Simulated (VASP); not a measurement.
Write the native input for VASP 6.6.1 that does the following.

* Task: single point
* Functional: PBE
* Potentials or basis: VASP PAW PBE potentials, release 64 (Cu)
* Cutoff: 520 eV
* k mesh: 6 × 6 × 6
* Occupations: gaussian, width 0.1 eV
* Spin: no spin polarisation
* Dipole correction: no
* Further INCAR settings: ALGO = Normal; EDIFF = 1e-06; NBANDS = 12

The structure of Cu lies in POSCAR:

```
Cu
1.0
   -1.4427933200      1.4427933200      1.3760814500
    1.4427933200     -1.4427933200      1.3760814500
    1.4427933200      1.4427933200     -1.3760814500
Cu
1
Direct
    0.0000000000      0.0000000000      0.0000000000
```

One way to write it, as run:

INCAR

```
SYSTEM = Cu
ALGO = Normal
EDIFF = 1E-6
ENCUT = 520
GGA = PE
ISIF = 2
ISMEAR = 0
LASPH = .TRUE.
LCHARG = .FALSE.
LREAL = .FALSE.
LWAVE = .FALSE.
NBANDS = 12
NELM = 60
PREC = Accurate
SIGMA = 0.1
```

KPOINTS

```
k-points
0
G
  6 6 6
  0 0 0
```

Potentials or basis: VASP PAW PBE potentials, release 64 (Cu).

Command:

```console
$ cat potpaw_PBE.64/Cu/POTCAR > POTCAR
$ mpirun -np 1 vasp_std > vasp.out
```

Results of the run:

```yaml
Pressure: 8.3 GPa
```

Caveat: the k points lie up to 0.53 Å⁻¹ apart.

It took 3.1 s on 1 thread of AMD EPYC 7R13 Processor (Zen 3), on a shared host, peak memory 0.08 GiB.
